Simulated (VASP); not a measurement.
Crystal: GaP4.

```
CELL_PARAMETERS angstrom
4.52800 0.00000 0.00000
-2.26400 3.92136 0.00000
0.00000 0.00000 4.91073
ATOMIC_POSITIONS crystal
Ga 0.00000 0.00000 0.50000
P 0.33333 0.66667 0.00000
P 0.66667 0.33333 0.00000
P 0.33333 0.66667 0.50000
P 0.66667 0.33333 0.50000
```

| Item | Value |
| --- | --- |
| Program | VASP 6.6.1 |
| Task | relaxation of cell and atoms |
| Functional | PBE |
| Potentials or basis | VASP PAW PBE potentials, release 64 (Ga_d, P) |
| Cutoff | 600 eV |
| k mesh | 12 × 12 × 8 |
| Occupations | gaussian, width 0.1 eV |
| Spin | no spin polarisation |

At the start: pressure -0.5 GPa; volume 17.44 Å³/atom.

Q: How do energy, volume and symmetry change on relaxing?

A: Over 5 steps the energy falls by 5.9 meV/atom and the volume is 17.29 Å³/atom (-0.9 %); space group P6/mmm (No. 191, to 0.05 Å).

The path:
| step | energy change (eV) | largest force (eV/Å) | pressure (GPa) | volume (Å³) |
| --- | --- | --- | --- | --- |
| 1 | 0.0000 | 0.0000 | -0.46 | 87.19 |
| 2 | -0.0282 | 0.0000 | -0.09 | 86.53 |
| 3 | -0.0296 | 0.0000 | -0.16 | 86.65 |
| 4 | -0.0296 | 0.0000 | -0.17 | 86.66 |
| 5 | -0.0297 | 0.0000 | 0.00 | 86.45 |

Final structure:
```cif
data_structure
_symmetry_space_group_name_H-M 'P 1'
_symmetry_Int_Tables_number 1
_cell_length_a 4.5536
_cell_length_b 4.5536
_cell_length_c 4.8139
_cell_angle_alpha 90.000
_cell_angle_beta 90.000
_cell_angle_gamma 120.000
_cell_volume 86.45
loop_
_atom_site_label
_atom_site_type_symbol
_atom_site_fract_x
_atom_site_fract_y
_atom_site_fract_z
_atom_site_occupancy
Ga1 Ga 0.00000 0.00000 0.50000 1
P1 P 0.33333 0.66667 0.00000 1
P2 P 0.66667 0.33333 0.00000 1
P3 P 0.33333 0.66667 0.50000 1
P4 P 0.66667 0.33333 0.50000 1
```

Caveat: the bands computed are all filled at some k points, so no gap is given.
